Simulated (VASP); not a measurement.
A run of VASP 6.6.1 is set up as follows.

File INCAR:

```
  PREC = Accurate
  ENCUT = 520
  EDIFF = 1E-8
  ISMEAR = 0
  SIGMA = 0.01
  LREAL = False
  LASPH = True
  NELM = 80
  ALGO = Normal
  ISIF = 2
  LWAVE = False
  LCHARG = False
  GGA = CA
  IBRION = 8
  NSW = 1
  LEPSILON = True
```

KPOINTS

```
regular mesh
0
Gamma
  6 6 8
```

File POSCAR:

```
SiO2
1.0
    4.1865000000      0.0000000000      0.0000000000
    0.0000000000      4.1865000000      0.0000000000
    0.0000000000      0.0000000000      2.6684000000
Si O
2 4
Direct
    0.0000000000      0.0000000000      0.0000000000
    0.5000000000      0.5000000000      0.5000000000
    0.3063460769      0.3063460769      0.0000000000
    0.1936539231      0.8063460769      0.5000000000
    0.6936539231      0.6936539231      0.0000000000
    0.8063460769      0.1936539231      0.5000000000
```

Potentials or basis: VASP PAW LDA potentials, release 64 (Si, O).

Run with:

```bash
$ cat potpaw_LDA.64/Si/POTCAR potpaw_LDA.64/O/POTCAR > POTCAR
$ mpirun -np 1 vasp_std > vasp.out
```

Q: What does it give for the electronic dielectric tensor (diagonal)?

A: 3.38, 3.38, 3.54.

Q: What does it give for the Born charges (mean of the diagonal)?

A: Si +3.87; O -1.94 e.

Q: What does it give for the highest phonon frequency at Γ, LO-TO splitting left out?

A: 928 cm⁻¹.

Born effective charge tensors (e):
atom 1, Si
```
3.79 0.37 0.00
0.37 3.79 0.00
0.00 0.00 4.03
```
atom 2, Si
```
 3.79 -0.37  0.00
-0.37  3.79  0.00
 0.00  0.00  4.03
```
atom 3, O
```
-1.90 -0.56  0.00
-0.56 -1.90  0.00
 0.00  0.00 -2.02
```
atom 4, O
```
-1.90  0.56  0.00
 0.56 -1.90  0.00
 0.00  0.00 -2.02
```
atom 5, O
```
-1.90 -0.56  0.00
-0.56 -1.90  0.00
 0.00  0.00 -2.02
```
atom 6, O
```
-1.90  0.56  0.00
 0.56 -1.90  0.00
 0.00  0.00 -2.02
```

Caveat: the cell wasn't relaxed at this level first, which shifts response properties.
